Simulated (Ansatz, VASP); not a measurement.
MgZrAs in VASP and in Ansatz

File INCAR:

```
SYSTEM = MgZrAs
  PREC = Accurate
  ENCUT = 520
  EDIFF = 1E-6
  ISMEAR = -1
  SIGMA = 0.1
  LREAL = .False.
  LASPH = .True.
  NELM = 60
  ALGO = Normal
  ISIF = 2
  LWAVE = .False.
  LCHARG = .False.
  GGA = PE
  NBANDS = 38
```

Contents of KPOINTS:

```
regular mesh
0
Gamma
  3 3 4
  0 0 0
```

File POSCAR:

```
MgZrAs
1.0
    3.4489450000      5.9737450000      0.0000000000
   -3.4489450000      5.9737450000      0.0000000000
    0.0000000000      0.0000000000      4.2215150000
Mg As Zr
3 3 3
Direct
    0.7561000000      0.2439000000      0.5000000000
    0.2439000000      0.0000000000      0.5000000000
    0.0000000000      0.7561000000      0.5000000000
    0.0000000000      0.0000000000      0.0000000000
    0.6667000000      0.6666000000      0.5000000000
    0.3333000000      0.3334000000      0.5000000000
    0.4243100000      0.5756900000      0.0000000000
    0.5756900000      0.0000000000      0.0000000000
    0.0000000000      0.4243100000      0.0000000000
```

Input for Ansatz:

```yaml
crystal:
  lattice:
    - [3.448945, 5.973745, 0.0]
    - [-3.448945, 5.973745, 0.0]
    - [0.0, 0.0, 4.221515]
  atoms:
    - { symbol: Mg, position: [0.7561, 0.2439, 0.5] }
    - { symbol: Mg, position: [0.2439, 0.0, 0.5] }
    - { symbol: Mg, position: [0.0, 0.7561, 0.5] }
    - { symbol: As, position: [0.0, 0.0, 0.0] }
    - { symbol: As, position: [0.6667, 0.6666, 0.5] }
    - { symbol: As, position: [0.3333, 0.3334, 0.5] }
    - { symbol: Zr, position: [0.42431, 0.57569, 0.0] }
    - { symbol: Zr, position: [0.57569, 0.0, 0.0] }
    - { symbol: Zr, position: [0.0, 0.42431, 0.0] }
  symmetry: { tolerance: 0.0003 }
kpoints:
  mp_grid: { grid: [3, 3, 4], shift: [0, 0, 0] }
magnetization:
  spin_polarized: false
scf:
  occupations: { method: fermi_dirac }
hamiltonian:
  pseudopotentials: { kind: paw }
  xc: pbe
basis:
  ecutwfc: 420
output:
  forces: true
  stress: true
  eigenvalues: true
```

Alike in both runs: task single point; functional PBE; k mesh 3 × 3 × 4; no spin polarisation.

```csv
,VASP,Ansatz
version,VASP 6.6.1,Ansatz 0.2.0
potentials or method,"VASP PAW PBE potentials, release 64 (Mg, As, Zr_sv), cutoff 520 eV",PAW plane waves
occupations,"fermi-dirac, width 0.1 eV",fermi-dirac
valence electrons in the cell,57,111
```

|  | VASP | Ansatz | Ansatz less VASP |
| --- | --- | --- | --- |
| gap on the k mesh at the Fermi level (eV) | none | none | - |
| pressure (GPa) | -1.5 | -1.5 | -0.05 |
| traceless stress, the component that is largest in VASP (GPa) | -5.39 | -5.40 | -0.009 |
| rms of the force components (eV/Å) | 0.276 | 0.276 | -0.0004 |

Atom by atom the forces differ by 0.001 eV/Å (rms over components). A gap of «none» marks a metal or a gap that the smearing closes. VASP's potentials hold 57 valence electrons a cell and Ansatz's 111, so a difference there can come from the potentials and not from the codes. Ansatz's warnings: structure snapped to symmetry.

The k mesh is coarse, so the values compare programs but aren't converged.
